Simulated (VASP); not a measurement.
# In4Ru (I-43m) in VASP: relaxation of cell and atoms with PBE

Aim: the relaxation of cell and atoms of In4Ru with PBE.

Everything below comes from runs of VASP 6.6.1. Logs are shortened: lines on timing, memory, paths and dates and some standing lists are left out, and cuts for length are marked.

### Step 1. The cell of the first run

Symmetry: I-43m, No. 217, cubic system. The conventional cell has a = 6.621 Å, b = 6.621 Å, c = 6.621 Å, α = 90.00°, β = 90.00°, γ = 90.00°. Within 2.7 Å of In (site symmetry 3m) lie 1 Ru at 2.00 Å. Within 2.7 Å of Ru (site symmetry -43m) lie 4 In at 2.00 Å.

The cell was built from a structure type or drawn by symmetry, and may not be a known phase.

### Step 2. Relaxation of cell and atoms, PBE

Contents of INCAR:

```
PREC = Accurate
ENCUT = 600
EDIFF = 1E-6
ISMEAR = 0
SIGMA = 0.2
LREAL = False
LASPH = True
NELM = 80
ALGO = Normal
ISIF = 3
LWAVE = False
LCHARG = False
GGA = PE
IBRION = 2
NSW = 36
EDIFFG = -0.08
```

Contents of KPOINTS:

```
regular mesh
0
Gamma
  4 4 4
```

Contents of POSCAR:

```
In4Ru
1.0
   -3.3104385300      3.3104385300      3.3104385300
    3.3104385300     -3.3104385300      3.3104385300
    3.3104385300      3.3104385300     -3.3104385300
In Ru
4 1
Direct
    0.3495999900      0.3495999900      0.3495999900
    0.6504000100      0.0000000000      0.0000000000
    0.0000000000      0.0000000000      0.6504000100
    0.0000000000      0.6504000100      0.0000000000
    0.0000000000      0.0000000000      0.0000000000
```

Potentials or basis: VASP PAW PBE potentials, release 64 (In_d, Ru_pv).

Started as:

```console
$ cat potpaw_PBE.64/In_d/POTCAR potpaw_PBE.64/Ru_pv/POTCAR > POTCAR
$ mpirun -np 1 vasp_std > vasp.out
```

OUTCAR:

```text
PREC = Accurate
   ENCUT = 600
   EDIFF = 1E-6
   ISMEAR = 0
   LREAL = False
   LASPH = True
   NELM = 80
   ISIF = 3
   GGA = PE
   IBRION = 2
   NSW = 36
   EDIFFG = -0.08

 ion  position               nearest neighbor table
   1  0.350  0.350  0.350-   5 2.00   4 3.27   2 3.27   3 3.27   3 3.60   4 3.60   2 3.60   3 3.60
                             2 3.60   4 3.60
   2  0.650  0.000  0.000-   5 2.00   1 3.27   4 3.27   3 3.27   4 3.60   1 3.60   4 3.60   1 3.60
                             3 3.60   3 3.60
   3  0.000  0.000  0.650-   5 2.00   2 3.27   4 3.27   1 3.27   1 3.60   1 3.60   2 3.60   2 3.60
                             4 3.60   4 3.60
   4  0.000  0.650  0.000-   5 2.00   1 3.27   3 3.27   2 3.27   2 3.60   2 3.60   1 3.60   1 3.60
                             3 3.60   3 3.60
   5  0.000  0.000  0.000-   1 2.00   2 2.00   3 2.00   4 2.00

  LATTYP: Found a body centered cubic cell.
 ALAT       =     6.6208770600

  Lattice vectors:

 A1 = (  -3.3104385300,   3.3104385300,   3.3104385300)
 A2 = (   3.3104385300,  -3.3104385300,   3.3104385300)
 A3 = (   3.3104385300,   3.3104385300,  -3.3104385300)

Analysis of symmetry for initial positions (statically):
=====================================================================
 Subroutine PRICEL returns:
 Original cell was already a primitive cell.

 Routine SETGRP: Setting up the symmetry group for a
 body centered cubic supercell.

 Subroutine GETGRP returns: Found 24 space group operations
 (whereof 24 operations were pure point group operations)
 out of a pool of 48 trial point group operations.

The static configuration has the point symmetry T_d .

Analysis of symmetry for dynamics (positions and initial velocities):
=====================================================================
 Subroutine PRICEL returns:
 Original cell was already a primitive cell.

 Routine SETGRP: Setting up the symmetry group for a
 body centered cubic supercell.

 Subroutine GETGRP returns: Found 24 space group operations
 (whereof 24 operations were pure point group operations)
 out of a pool of 48 trial point group operations.

The dynamic configuration has the point symmetry T_d .

 Subroutine INISYM returns: Found 24 space group operations
 (whereof 24 operations are pure point group operations),
 and found     1 'primitive' translations

----------------------------------------------------------------------------------------

                                     Primitive cell

  volume of cell :     145.1164

  direct lattice vectors                    reciprocal lattice vectors
    -3.310438530  3.310438530  3.310438530     0.000000000  0.151037391  0.151037391
     3.310438530 -3.310438530  3.310438530     0.151037391  0.000000000  0.151037391
     3.310438530  3.310438530 -3.310438530     0.151037391  0.151037391  0.000000000

  length of vectors
     5.733847729  5.733847729  5.733847729     0.213599127  0.213599127  0.213599127

  position of ions in fractional coordinates (direct lattice)
     0.349599990  0.349599990  0.349599990
     0.650400010  0.000000000  0.000000000
     0.000000000  0.000000000  0.650400010
     0.000000000  0.650400010  0.000000000
     0.000000000  0.000000000  0.000000000

  ion indices of the primitive-cell ions
   primitive index   ion index
                 1           1
                 2           2
                 3           3
                 4           4
                 5           5

----------------------------------------------------------------------------------------

 KPOINTS: regular mesh

Automatic generation of k-mesh.
 Grid dimensions read from file:
 generate k-points for:    4    4    4

 Generating k-lattice:

  Cartesian coordinates                     Fractional coordinates (reciprocal lattice)
     0.000000000  0.037759348  0.037759348     0.250000000  0.000000000  0.000000000
     0.037759348  0.000000000  0.037759348     0.000000000  0.250000000  0.000000000
     0.037759348  0.037759348  0.000000000     0.000000000  0.000000000  0.250000000

  Length of vectors
     0.053399782  0.053399782  0.053399782

  Shift w.r.t. Gamma in fractional coordinates (k-lattice)
     0.000000000  0.000000000  0.000000000

 Subroutine IBZKPT returns following result:
 ===========================================

 Found      8 irreducible k-points:

 Following reciprocal coordinates:
            Coordinates               Weight
  0.000000  0.000000  0.000000      1.000000
  0.250000  0.000000  0.000000     12.000000
  0.500000  0.000000  0.000000      6.000000
  0.250000  0.250000  0.000000     24.000000
  0.250000  0.250000  0.250000      2.000000
 -0.250000  0.250000  0.250000      6.000000
  0.500000  0.500000  0.250000     12.000000
  0.500000  0.500000  0.500000      1.000000
   k-points           NKPTS =      8   k-points in BZ     NKDIM =      8   number of bands    NBANDS=     39
   number of dos      NEDOS =    301   number of ions     NIONS =      5
   total plane-waves  NPLWV = 110592
   dimension x,y,z NGX =    48 NGY =   48 NGZ =   48
   dimension x,y,z NGXF=    96 NGYF=   96 NGZF=   96
   ions per type =               4   1
   NGX,Y,Z   is equivalent  to a cutoff of  13.92, 13.92, 13.92 a.u.
   NGXF,Y,Z  is equivalent  to a cutoff of  27.83, 27.83, 27.83 a.u.
 SYSTEM =  unknown system
   PREC   = accura    normal or accurate (medium, high low for compatibility)
   ISTART =      0    job   : 0-new  1-cont  2-samecut
   ICHARG =      2    charge: 1-file 2-atom 10-const
   ISPIN  =      1    spin polarized calculation?
   LNONCOLLINEAR =      F non collinear calculations
   LSORBIT =      F    spin-orbit coupling
   LASPH  =      T    aspherical Exc in radial PAW
   ENCUT  =  600.0 eV  44.10 Ry    6.64 a.u.  11.45 11.45 11.45*2*pi/ulx,y,z
   NELM   =     80;   NELMIN=  2; NELMDL= -5     # of ELM steps
   EDIFF  = 0.1E-05   stopping-criterion for ELM
   LREAL  =      F    real-space projection
   EDIFFG = -.8E-01   stopping-criterion for IOM
   NSW    =     36    number of steps for IOM
   IBRION =      2    ionic relax: 0-MD 1-quasi-New 2-CG
   NFREE  =      1    steps in history (QN), initial steepest desc. (CG)
   ISIF   =      3    stress and relaxation
   ISYM   =      2    0-nonsym 1-usesym 2-fastsym
   POTIM  = 0.5000    time-step for ionic-motion
   TEBEG  =    0.0;   TEEND  =   0.0 temperature during run
   PSTRESS=    0.0 pullay stress
   NELECT =      66.0000    total number of electrons
   NUPDOWN=      -1.0000    fix difference up-down
   EMIN   =  10.00;   EMAX   =-10.00  energy-range for DOS
   EFERMI =   0.00;   METHOD = LEGACY
   ISMEAR =     0;   SIGMA  =   0.20  broadening in eV -4-tet -1-fermi 0-gaus
   EFERMI_NEDOS =   21; number of points for ismear=-14 and -15
   IALGO  =     38    algorithm
   IMIX   =      4    mixing-type and parameters
     AMIX     =   0.40;   BMIX     =  1.00
     AMIX_MAG =   1.60;   BMIX_MAG =  1.00
  volume/ion in A,a.u.               =      29.02       195.86
  Fermi-wavevector in a.u.,A,eV,Ry     =   1.258976  2.379119 21.565497  1.585019
  Thomas-Fermi vector in A             =   2.392558
   LORBIT       =      0    0 simple, 1 ext, 2 COOP (PROOUT), +10 PAW based schemes
   GGA     = PE    functional components
   LHFCALC =     F    Hartree Fock is set to
   AEXX    =    0.0000 exact exchange contribution
   IVDW    =     0    specifies the selected vdW correction
   LEPSILON=     F    determine dielectric tensor
   LRPA    =     F    only Hartree local field effects (RPA)
 conjugate gradient relaxation of ions
 non-spin polarized calculation
 Gauss-broadening in eV      SIGMA  =   0.20
  energy-cutoff  :      600.00
  volume of cell :      145.12
 maximum number of plane-waves:      4904
 NGX is ok and might be reduce to    48
   NGX = 23   NGY = 23   NGZ = 23

--------------------------------------- Ionic step        1  -------------------------------------------

 number of electron      65.9999999 magnetization

 Free energy of the ion-electron system (eV)
  ---------------------------------------------------
  ext. energy  EPLUGINS =         0.00000000
  ---------------------------------------------------
  free energy    TOTEN  =        -3.70895392 eV

  energy without entropy =       -3.63482900  energy(sigma->0) =       -3.67189146

------------------------ aborting loop because EDIFF is reached ----------------------------------------

  FORCE on cell =-STRESS in cart. coord.  units (eV):
  Direction    XX          YY          ZZ          XY          YZ          ZX
  --------------------------------------------------------------------------------------
  -------------------------------------------------------------------------------------
  Total       44.5147927     44.5147927     44.5147927      0.0000000     -0.0000000     -0.0000000
  in kB      491.4715264    491.4715264    491.4715264      0.0000000     -0.0000000     -0.0000000
  external PRESSURE =     491.4715264 kB  Pullay stress =       0.0000000 kB
[... 98 lines left out ...]
  FREE ENERGIE OF THE ION-ELECTRON SYSTEM (eV)
  ---------------------------------------------------
  free  energy   TOTEN  =        -9.2225080389 eV

  energy  without entropy=       -9.0094904156  energy(sigma->0) =       -9.11599923

 E-fermi :   4.1838     XC(G=0):  -8.5518

 val. band max:        4.1821850151   @ k =   0.2500   0.2500   0.0000
 cond. band min:       4.2150669328   @ k =   0.2500   0.0000   0.0000
 fundamental gap:      0.0328819177
 Fermi energy:         4.1837837587

 k-point     1 :       0.0000    0.0000    0.0000
  band No.  band energies     occupation
      1     -37.7704      2.00000
      2     -37.7704      2.00000
      3     -37.7704      2.00000
      4     -10.4733      2.00000
      5     -10.4733      2.00000
      6     -10.4199      2.00000
[... 325 lines left out ...]
     38       6.8863      0.00000
     39       8.5220      0.00000

 E-fermi :   5.6519     XC(G=0):  -9.3533

 val. band max:        5.6087117395   @ k =   0.5000   0.5000   0.2500
 cond. band min:       5.7290681567   @ k =   0.5000   0.0000   0.0000
 fundamental gap:      0.1203564172
 Fermi energy:         5.6519094512

 k-point     1 :       0.0000    0.0000    0.0000
  band No.  band energies     occupation
      1     -36.6101      2.00000
      2     -36.6101      2.00000
      3     -36.6101      2.00000
      4      -9.2221      2.00000
      5      -9.2221      2.00000
      6      -9.1608      2.00000
[... 325 lines left out ...]
     38       8.5461      0.00000
     39      10.6150      0.00000

[... ionic steps 4 to 21 ...]

--------------------------------------- Ionic step       22  -------------------------------------------

 number of electron      66.0000002 magnetization

------------------------ aborting loop because EDIFF is reached ----------------------------------------
[... 73 lines left out ...]
--------------------------------------- Ionic step       24  -------------------------------------------

 number of electron      66.0000016 magnetization

 Free energy of the ion-electron system (eV)
  ---------------------------------------------------
  ext. energy  EPLUGINS =         0.00000000
  ---------------------------------------------------
  free energy    TOTEN  =       -19.58088666 eV

  energy without entropy =      -19.48564387  energy(sigma->0) =      -19.53326527

 E-fermi :   7.6030     XC(G=0): -10.3557

 val. band max:        7.4913950350   @ k =   0.2500   0.0000   0.0000
 cond. band min:       7.6059937324   @ k =   0.5000   0.5000   0.2500
 fundamental gap:      0.1145986974
 Fermi energy:         7.6030018967

 k-point     1 :       0.0000    0.0000    0.0000
  band No.  band energies     occupation
      1     -34.8529      2.00000
      2     -34.8529      2.00000
      3     -34.8529      2.00000
      4      -7.5147      2.00000
      5      -7.5147      2.00000
      6      -7.3733      2.00000
[... 357 lines left out ...]
  FREE ENERGIE OF THE ION-ELECTRON SYSTEM (eV)
  ---------------------------------------------------
  free  energy   TOTEN  =       -19.5808866626 eV

  energy  without entropy=      -19.4856438719  energy(sigma->0) =      -19.53326527

 reached required accuracy - stopping structural energy minimisation
```

Wall time 11 min (1 thread of Intel Xeon 6975P-C (Granite Rapids), shared host); peak memory 0.37 GiB.

What came out:

- Free energy: -19.5809 eV
- Relaxed volume: 24.70 Å³/atom
- Relaxed cell: a = 5.434 Å, b = 5.434 Å, c = 5.434 Å, α = 109.47°, β = 109.47°, γ = 109.47°
- Space group after relaxing (to 0.1 Å): Im-3m (No. 229)
- Energy gained by relaxing: 3174.4 meV/atom
- Ionic steps: 24
- Pressure after relaxing: 0.2 GPa
- Largest force after relaxing: 0.040 eV/Å
- Band gap on the k mesh: zero (bands 33 and 34 overlap by 3.39 eV)

Forces on the atoms (eV/Å):
```
In   0.023  0.023  0.023
In   0.023 -0.023 -0.023
In  -0.023 -0.023  0.023
In  -0.023  0.023 -0.023
Ru   0.000  0.000  0.000
```

Step by step:
```
step  energy change (eV)  largest force (eV/Å)  pressure (GPa)  volume (Å³)
   1              0.0000               17.1219           49.15       145.12
   2             -4.7693                0.0778           -3.17       423.91
   3             -5.5136                0.1977           -3.72       391.00
   4             -6.3743                0.3308           -4.32       359.61
   5            -11.3254                0.6355           -6.28       236.38
   6            -12.8770                0.9549           -1.79       187.06
   7            -12.8787                0.8480           -2.10       188.50
   8            -13.1496                1.0408           -1.91       178.59
   9            -14.0410                1.6843           -1.08       150.94
  10            -14.2754                2.2458           22.05       104.51
  11            -14.6178                2.3428            3.23       129.72
  12            -14.7450                2.4894           10.02       116.66
  13            -14.8027                2.3867           10.40       115.69
  14            -14.9297                2.0624           11.89       112.81
  15            -14.9364                1.3126           16.50       107.19
  16            -14.9756                1.6922           14.10       109.80
  17            -15.1334                1.5106           12.29       111.08
  18            -15.4992                1.0429            7.62       114.97
  19            -15.8326                0.3856            0.73       123.03
  20            -15.8494                0.2715           -0.55       125.05
  21            -15.8503                0.2435           -0.86       125.60
  22            -15.8541                0.2244           -0.72       125.39
  23            -15.8635                0.1658           -0.46       124.77
  24            -15.8719                0.0403            0.24       123.52
```

Final structure:
```xyz
5
Lattice="-3.1374 3.1374 3.1374 3.1374 -3.1374 3.1374 3.1374 3.1374 -3.1374" Properties=species:S:1:pos:R:3 pbc="T T T"
In    1.5655    1.5655    1.5655
In    1.5655   -1.5655    4.7092
In    1.5718    1.5718   -1.5718
In    1.5718   -1.5718    1.5718
Ru    0.0000    0.0000    0.0000
```

Levels at points of the mesh, in eV from the Fermi level:
| k point | band 30 | band 31 | band 32 | band 33 | band 34 | band 35 | band 36 | band 37 |
| --- | --- | --- | --- | --- | --- | --- | --- | --- |
| (0.00, 0.00, 0.00) | -1.42 | -1.42 | -1.42 | -0.94 | -0.94 | -0.94 | 1.15 | 1.15 |
| (0.50, 0.00, 0.00) | -2.14 | -2.05 | -1.77 | 0.22 | 0.22 | 1.11 | 2.13 | 2.48 |
| (0.50, 0.50, 0.50) | -2.90 | -2.90 | -2.90 | -0.45 | -0.45 | 1.45 | 3.14 | 3.14 |

Caveat: spin-orbit coupling is left out, which moves the levels of the heavy elements; the relaxation stopped at a loose force limit of 0.08 eV/Å, so its end isn't a converged minimum.
